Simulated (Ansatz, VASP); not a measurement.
## One calculation of Ru, two programs

INCAR

```
SYSTEM = Ru
ALGO = Normal ; EDIFF = 1E-7
EDIFFG = -0.01 ; ENCUT = 600
GGA = RP ; IBRION = 2
ISIF = 3 ; ISMEAR = -1
LASPH = .True. ; LCHARG = .False.
LREAL = .False. ; LWAVE = .False.
NELM = 60 ; NSW = 80
PREC = Accurate ; SIGMA = 0.1
```

KPOINTS

```
k-points
0
Gamma
  13 13 13
  0 0 0
```

File POSCAR:

```
Ru
1.0
    2.4462764308      0.0000000000      0.0000000000
    0.0000000000      2.4462764308      0.0000000000
    0.0000000000      0.0000000000      2.4462764308
Ru
1
Direct
    0.0000000000      0.0000000000      0.0000000000
```

Input for Ansatz:

```yaml
crystal:
  lattice:
    - [2.4462764308, 0.0, 0.0]
    - [0.0, 2.4462764308, 0.0]
    - [0.0, 0.0, 2.4462764308]
  atoms:
    - { symbol: Ru, position: [0.0, 0.0, 0.0] }
hamiltonian:
  xc: rpbe
  pseudopotentials:
    kind: paw
    azcp:
      Ru: "pseudopotentials/Ru.paw.azcp"
basis:
  ecutwfc: 420
  fft_grid_basis: typed
kpoints:
  mp_grid: { grid: [13, 13, 13], shift: [0, 0, 0] }
magnetization:
  spin_polarized: false
scf:
  occupations: { method: fermi_dirac, width: 0.1 }
relax:
  max_steps: 60
  f_tol: 0.01
  cell: {}
```

Alike in both runs: task relaxation of cell and atoms; functional RPBE; k mesh 13 × 13 × 13; occupations fermi-dirac, width 0.1 eV; no spin polarisation.

|  | VASP | Ansatz |
| --- | --- | --- |
| version | VASP 6.6.1 | Ansatz 0.2.0 |
| potentials or method | VASP PAW PBE potentials, release 64 (Ru_pv), cutoff 600 eV | plane waves (420 eV) with PAW, scalar-relativistic |
| valence electrons in the cell | 14 | 16 |

VASP gave:

```
relaxed volume (Å³/atom)                                     : 16.12
relaxed cell length with the largest relative difference (Å) : 2.526
```

Which values does Ansatz return?

Relaxed volume (Å³/atom): 16.13; relaxed cell length with the largest relative difference (Å): 2.527.

VASP's potentials were made for PBE, not for RPBE. VASP's potentials hold 14 valence electrons a cell and Ansatz's 16, so a difference there can come from the potentials and not from the codes.
